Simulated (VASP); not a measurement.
# Al2O3 (P-3m1) in VASP: single point with PBE+D3(BJ)

Aim: the single point of Al2O3 with PBE+D3(BJ).

Program: VASP 6.6.1. These are calculated values, not measurements. Logs are shortened: lines on timing, memory, paths and dates and some standing lists are left out, and cuts for length are marked.

### Step 1. The cell of the first run

Symmetry: P-3m1, No. 164, trigonal system. The conventional cell has a = 3.017 Å, b = 3.017 Å, c = 7.575 Å, α = 90.00°, β = 90.00°, γ = 120.00°. Al (site symmetry 3m) has 4 O at 1.68 to 1.84 Å within 2.2 Å. O (site symmetry 3m) has 3 Al at 1.84 Å within 2.4 Å. O (site symmetry -3m) has 2 Al at 1.68 Å within 2.2 Å.

### Step 2. Single point, PBE+D3(BJ)

INCAR reads:

```
ALGO = Normal
EDIFF = 1E-6
ENCUT = 520
GGA = PE
ISIF = 2
ISMEAR = 0
IVDW = 12
LASPH = True
LCHARG = True
LELF = True
LREAL = False
LVHAR = True
LWAVE = False
NBANDS = 20
NELM = 100
PREC = Accurate
SIGMA = 0.05
```

KPOINTS reads:

```
k-points
0
Gamma
  12 12 4
```

POSCAR reads:

```
Al2O3
1.0
    3.0174825440      0.0000000000      0.0000000000
   -1.5087412720      2.6132165386      0.0000000000
    0.0000000000      0.0000000000      7.5746360022
Al O
2 3
Direct
    0.0000000000      0.0000000000      0.2779510000
    0.0000000000      0.0000000000      0.7220490000
    0.3333333333      0.6666666667      0.1994540000
    0.6666666667      0.3333333333      0.8005460000
    0.0000000000      0.0000000000      0.5000000000
```

Potentials or basis: VASP PAW PBE potentials, release 64 (Al, O).

The run is started by

```console
cat potpaw_PBE.64/Al/POTCAR potpaw_PBE.64/O/POTCAR > POTCAR
mpirun -np 1 vasp_std > vasp.out
```

OUTCAR:

```text
EDIFF = 1E-6
   ENCUT = 520
   GGA = PE
   ISIF = 2
   ISMEAR = 0
   IVDW = 12
   LASPH = True
   LREAL = False
   NELM = 100
   PREC = Accurate
 IVDW          = 12

 ion  position               nearest neighbor table
   1  0.000  0.000  0.278-   5 1.68   3 1.84   3 1.84   3 1.84   2 3.36
   2  0.000  0.000  0.722-   5 1.68   4 1.84   4 1.84   4 1.84   1 3.36
   3  0.333  0.667  0.199-   1 1.84   1 1.84   1 1.84
   4  0.667  0.333  0.801-   2 1.84   2 1.84   2 1.84
   5  0.000  0.000  0.500-   1 1.68   2 1.68

  LATTYP: Found a hexagonal cell.
 ALAT       =     3.0174825440
 C/A-ratio  =     2.5102501478

  Lattice vectors:

 A1 = (   3.0174825440,   0.0000000000,   0.0000000000)
 A2 = (  -1.5087412720,   2.6132165386,   0.0000000000)
 A3 = (   0.0000000000,   0.0000000000,   7.5746360022)

Analysis of symmetry for initial positions (statically):
=====================================================================
 Subroutine PRICEL returns:
 Original cell was already a primitive cell.

 Routine SETGRP: Setting up the symmetry group for a
 hexagonal supercell.

 Subroutine GETGRP returns: Found 12 space group operations
 (whereof 12 operations were pure point group operations)
 out of a pool of 24 trial point group operations.

The static configuration has the point symmetry D_3d.

Analysis of symmetry for dynamics (positions and initial velocities):
=====================================================================
 Subroutine PRICEL returns:
 Original cell was already a primitive cell.

 Routine SETGRP: Setting up the symmetry group for a
 hexagonal supercell.

 Subroutine GETGRP returns: Found 12 space group operations
 (whereof 12 operations were pure point group operations)
 out of a pool of 24 trial point group operations.

The dynamic configuration has the point symmetry D_3d.

 Subroutine INISYM returns: Found 12 space group operations
 (whereof 12 operations are pure point group operations),
 and found     1 'primitive' translations

----------------------------------------------------------------------------------------

                                     Primitive cell

  volume of cell :      59.7285

  direct lattice vectors                    reciprocal lattice vectors
     3.017482544  0.000000000  0.000000000     0.331402083  0.191335082  0.000000000
    -1.508741272  2.613216539  0.000000000     0.000000000  0.382670163  0.000000000
     0.000000000  0.000000000  7.574636002     0.000000000  0.000000000  0.132019545

  length of vectors
[... 91 lines left out ...]
   NSW    =      0    number of steps for IOM
   IBRION =     -1    ionic relax: 0-MD 1-quasi-New 2-CG
   NFREE  =      0    steps in history (QN), initial steepest desc. (CG)
   ISIF   =      2    stress and relaxation
   ISYM   =      2    0-nonsym 1-usesym 2-fastsym
   POTIM  = 0.5000    time-step for ionic-motion
   TEBEG  =    0.0;   TEEND  =   0.0 temperature during run
   PSTRESS=    0.0 pullay stress
   NELECT =      24.0000    total number of electrons
   NUPDOWN=      -1.0000    fix difference up-down
   EMIN   =  10.00;   EMAX   =-10.00  energy-range for DOS
   EFERMI =   0.00;   METHOD = LEGACY
   ISMEAR =     0;   SIGMA  =   0.05  broadening in eV -4-tet -1-fermi 0-gaus
   EFERMI_NEDOS =   21; number of points for ismear=-14 and -15
   IALGO  =     38    algorithm
   IMIX   =      4    mixing-type and parameters
     AMIX     =   0.40;   BMIX     =  1.00
     AMIX_MAG =   1.60;   BMIX_MAG =  1.00
  volume/ion in A,a.u.               =      11.95        80.61
  Fermi-wavevector in a.u.,A,eV,Ry     =   1.208049  2.282882 19.856107  1.459383
  Thomas-Fermi vector in A             =   2.343669
   LORBIT       =      0    0 simple, 1 ext, 2 COOP (PROOUT), +10 PAW based schemes
   GGA     = PE    functional components
   LHFCALC =     F    Hartree Fock is set to
   AEXX    =    0.0000 exact exchange contribution
   IVDW    =    12    specifies the selected vdW correction
   LEPSILON=     F    determine dielectric tensor
   LRPA    =     F    only Hartree local field effects (RPA)
 non-spin polarized calculation
 Gauss-broadening in eV      SIGMA  =   0.05
  energy-cutoff  :      520.00
  volume of cell :       59.73
 maximum number of plane-waves:      1632
 NGX is ok and might be reduce to    24
   NGX = 11   NGY = 11   NGZ = 29

 number of electron      24.0000012 magnetization

 Free energy of the ion-electron system (eV)
  ---------------------------------------------------
  ext. energy  EPLUGINS =         0.00000000
  ---------------------------------------------------
  free energy    TOTEN  =       -36.19197361 eV

  energy without entropy =      -36.19197361  energy(sigma->0) =      -36.19197361

 E-fermi :   4.0812     XC(G=0):  -9.7007

 val. band max:        3.8599691765   @ k =   0.0000   0.0000   0.0000
 cond. band min:       6.1465857994   @ k =   0.0000   0.0000   0.0000
 fundamental gap:      2.2866166229
 Fermi energy:         4.0811691033

 k-point     1 :       0.0000    0.0000    0.0000
  band No.  band energies     occupation
      1     -15.7727      2.00000
      2     -15.5827      2.00000
      3     -13.0121      2.00000
      4      -1.9970      2.00000
      5      -0.6363      2.00000
      6       0.1167      2.00000
[... 541 lines left out ...]
     19      16.4790      0.00000
     20      16.4817      0.00000

 [... further k-points ...]

------------------------ aborting loop because EDIFF is reached ----------------------------------------

 Edisp (eV)   -0.83928

 E8    (eV) :    -0.3175

  FORCE on cell =-STRESS in cart. coord.  units (eV):
  Direction    XX          YY          ZZ          XY          YZ          ZX
  --------------------------------------------------------------------------------------
  -------------------------------------------------------------------------------------
  Total      -1.12483    -1.12483    -1.00068     0.00000     0.00000    -0.00000
  in kB     -30.17283   -30.17283   -26.84244     0.00000     0.00000    -0.00000
  external pressure =      -29.06 kB  Pullay stress =        0.00 kB

 VOLUME and BASIS-vectors are now :
 -----------------------------------------------------------------------------
  energy-cutoff  :      520.00
  volume of cell :       59.73
      direct lattice vectors                 reciprocal lattice vectors
     3.017482544  0.000000000  0.000000000     0.331402083  0.191335082  0.000000000
    -1.508741272  2.613216539  0.000000000     0.000000000  0.382670163  0.000000000
     0.000000000  0.000000000  7.574636002     0.000000000  0.000000000  0.132019545

 POSITION                                       TOTAL-FORCE (eV/Angst)
 -----------------------------------------------------------------------------------
      0.00000      0.00000      2.10538         0.000000     -0.000000      0.087958
      0.00000      0.00000      5.46926        -0.000000      0.000000     -0.087958
     -0.00000      1.74214      1.51079         0.000000     -0.000000      0.093437
      1.50874      0.87107      6.06384        -0.000000      0.000000     -0.093437
      0.00000      0.00000      3.78732         0.000000      0.000000      0.000000
 -----------------------------------------------------------------------------------
    total drift:                                0.000000      0.000000     -0.000000

  FREE ENERGIE OF THE ION-ELECTRON SYSTEM (eV)
  ---------------------------------------------------
  free  energy   TOTEN  =       -37.0312521750 eV

  energy  without entropy=      -37.0312521750  energy(sigma->0) =      -37.03125217
```

stdout:

```text
POSCAR found type information on POSCAR AlO
 POSCAR found :  2 types and       5 ions
 scaLAPACK will be used
 LDA part: xc-table for (Slater+PW92), standard interpolation
 POSCAR, INCAR and KPOINTS ok, starting setup
 FFT: planning ... GRIDC
 FFT: planning ... GRID_SOFT
 FFT: planning ... GRID
 WAVECAR not read
 entering main loop
```

Run time: 27 s. Hardware: 1 thread of Intel Xeon 6975P-C (Granite Rapids), shared host; peak memory 0.21 GiB.

What came out:

```yaml
Free_energy: -37.0313 eV
Pressure: -2.9 GPa
Largest_force: 0.093 eV/Å
Band_gap_on_the_k_mesh: 2.29 eV, direct
Dispersion_energy_per_atom: -0.168 eV
```

Forces in eV/Å, atoms in the order of the input:
```
Al   0.000  0.000  0.088
Al   0.000  0.000 -0.088
O    0.000  0.000  0.093
O    0.000  0.000 -0.093
O    0.000  0.000  0.000
```

A k mesh can miss the band edges. As with any semilocal functional, this PBE gap is likely too small.
